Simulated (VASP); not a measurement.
Write the native input for VASP 6.6.1 that does the following.

* Task: electric field gradients
* Functional: PBEsol
* Potentials or basis: VASP PAW PBE potentials, release 64 (Ba_sv, Ti_sv, O)
* Cutoff: 520 eV
* k mesh: 7 × 7 × 7
* Occupations: fermi-dirac, width 0.08 eV
* Spin: no spin polarisation
* Dipole correction: no
* Further INCAR settings: ALGO = Normal; EDIFF = 1e-08; NBANDS = 28

The structure of BaTiO3 lies in POSCAR:

```
BaTiO3
1.0
    3.9998000000      0.0000000000      0.0000000000
    0.0000000000      3.9998000000      0.0000000000
    0.0000000000      0.0000000000      4.0180000000
Ba Ti O
1 1 3
Direct
    0.0000000000      0.0000000000      0.0000000000
    0.5000000000      0.5000000000      0.4820000000
    0.5000000000      0.5000000000      0.0160000000
    0.5000000000      0.0000000000      0.5150000000
    0.0000000000      0.5000000000      0.5150000000
```

These files were run (other wordings do the same):

INCAR

```
PREC = Accurate ; ENCUT = 520
EDIFF = 1E-8 ; ISMEAR = -1
SIGMA = 0.08 ; LREAL = False
LASPH = True ; NELM = 100
ALGO = Normal ; ISIF = 2
LWAVE = False ; LCHARG = False
GGA = PS ; LEFG = True
NBANDS = 28
```

KPOINTS

```
regular mesh
0
Gamma
  7 7 7
```

Potentials or basis: VASP PAW PBE potentials, release 64 (Ba_sv, Ti_sv, O).

The run is started by

```sh
$ cat potpaw_PBE.64/Ba_sv/POTCAR potpaw_PBE.64/Ti_sv/POTCAR potpaw_PBE.64/O/POTCAR > POTCAR
$ mpirun -np 1 vasp_std > vasp.out
```

It gave:

```
Pressure                                : -1.8 GPa
Largest force                           : 0.362 eV/Å
Band gap on the k mesh                  : 1.83 eV (least direct gap 2.06 eV)
Largest electric field gradient by atom : Ba -4.4; Ti -2.3; O +14.2, +25.4 (each value once) V/Å²
```

Caveat: without QUAD_EFG the Cq values of the log hold for a quadrupole moment of 1 mb, not for the nuclei; the PAW data sets were made with another functional, which shifts forces and pressure a little; spin-orbit coupling is left out, which moves the levels of the heavy elements.

It took 2.3 min on 1 thread of Intel Xeon 8259CL, on a shared host, peak memory 0.22 GiB.
